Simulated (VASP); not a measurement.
A run of VASP 6.6.1:

Contents of INCAR:

```
SYSTEM = KP3Ru
ALGO     = Normal         ! electronic algorithm
EDIFF    = 1E-6           ! SCF threshold, eV
ENCUT    = 520            ! plane-wave cutoff, eV
GGA      = PE             ! functional
ISIF     = 2              ! what is computed and relaxed
ISMEAR   = 0              ! smearing method
LASPH    = .True.         ! aspherical terms in the spheres
LCHARG   = .False.        ! write CHGCAR
LREAL    = .False.        ! projectors in reciprocal space
LWAVE    = .False.        ! write WAVECAR
NBANDS   = 27             ! bands
NELM     = 80             ! most SCF steps
PREC     = Accurate       ! precision mode
SIGMA    = 0.1            ! smearing width, eV
```

Contents of KPOINTS:

```
k-points
0
Gamma
  4 4 4
  0 0 0
```

The input POSCAR:

```
KP3Ru
1.0
    4.9182725816      0.0000000000      0.0000000000
    0.0000000000      4.9182725816      0.0000000000
    0.0000000000      0.0000000000      4.9182725816
K P Ru
1 3 1
Direct
    0.5000000000      0.5000000000      0.5000000000
    0.0000000000      0.5000000000      0.5000000000
    0.5000000000      0.5000000000      0.0000000000
    0.5000000000      0.0000000000      0.5000000000
    0.0000000000      0.0000000000      0.0000000000
```

Potentials or basis: VASP PAW PBE potentials, release 64 (K_sv, P, Ru_pv).

Run with:

```console
$ cat potpaw_PBE.64/K_sv/POTCAR potpaw_PBE.64/P/POTCAR potpaw_PBE.64/Ru_pv/POTCAR > POTCAR
$ mpirun -np 1 vasp_std > vasp.out
```

Hardware: 1 thread of Oxide Virtual Turin-like Processor, with other jobs on the host.

How long does it take, and how much memory?

Wall time 100 s on 1 thread of Oxide Virtual Turin-like Processor, with other jobs on the host, peak memory 0.22 GiB. Counts: scf iterations 19, k points 10.
